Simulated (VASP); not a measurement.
Wanted: the native input for a VASP 6.6.1 run.

- Task: single point
- Functional: BLYP
- Potentials or basis: VASP PAW PBE potentials, release 64 (Co)
- Cutoff: 520 eV
- k mesh: 17 × 17 × 17
- Occupations: fermi-dirac, width 0.05 eV
- Spin: collinear spin, ferromagnetic start
- Starting moments: [1.714] μB
- Dipole correction: no
- Further INCAR settings: ALGO = Normal; EDIFF = 1e-06; NBANDS = 14

The structure of Co lies in POSCAR:

```
Co
1.0
    0.0000000000      1.7377978337      1.7377978337
    1.7377978337      0.0000000000      1.7377978337
    1.7377978337      1.7377978337      0.0000000000
Co
1
Direct
    0.0000000000      0.0000000000      0.0000000000
```

This cell differs from its parent crystal: volume scaled by 0.92.

These files were run (other wordings do the same):

INCAR

```
SYSTEM = Co
PREC     = Accurate       ! precision mode
ENCUT    = 520            ! plane-wave cutoff, eV
EDIFF    = 1E-6           ! SCF threshold, eV
ISMEAR   = -1             ! smearing method
SIGMA    = 0.05           ! smearing width, eV
LREAL    = .False.        ! projectors in reciprocal space
LASPH    = .True.         ! aspherical terms in the spheres
NELM     = 150            ! most SCF steps
ALGO     = Normal         ! electronic algorithm
ISIF     = 2              ! what is computed and relaxed
LWAVE    = .False.        ! write WAVECAR
LCHARG   = .True.         ! write CHGCAR
ISPIN    = 2              ! spin polarisation
MAGMOM   = 1.714          ! initial moments
LORBIT   = 11             ! projections on sites
LMAXMIX  = 4              ! l up to which the mixer works
GGA      = B5             ! functional
ALDAX    = 1.0          
AGGAX    = 1.0          
AGGAC    = 1.0          
ALDAC    = 0.0          
LELF     = .True.         ! ELF
LVHAR    = .True.       
NBANDS   = 14             ! bands
```

KPOINTS

```
regular mesh
0
Gamma
  17 17 17
  0 0 0
```

Potentials or basis: VASP PAW PBE potentials, release 64 (Co).

Run with:

```bash
$ cat potpaw_PBE.64/Co/POTCAR > POTCAR
$ mpirun -np 1 vasp_std > vasp.out
```

Results of the run:

| Property | Result |
| --- | --- |
| Pressure | 18.4 GPa |
| Net moment | 1.59 μB per cell |
| Site moments | Co +1.60 μB |
| Valence electrons inside the program's atomic spheres | Co 8.37 |

Caveat: the PAW data sets were made with another functional, which shifts forces and pressure a little.

Run time: 84 s on 1 thread of Intel Xeon 8259CL, on a shared host, peak memory 0.16 GiB.
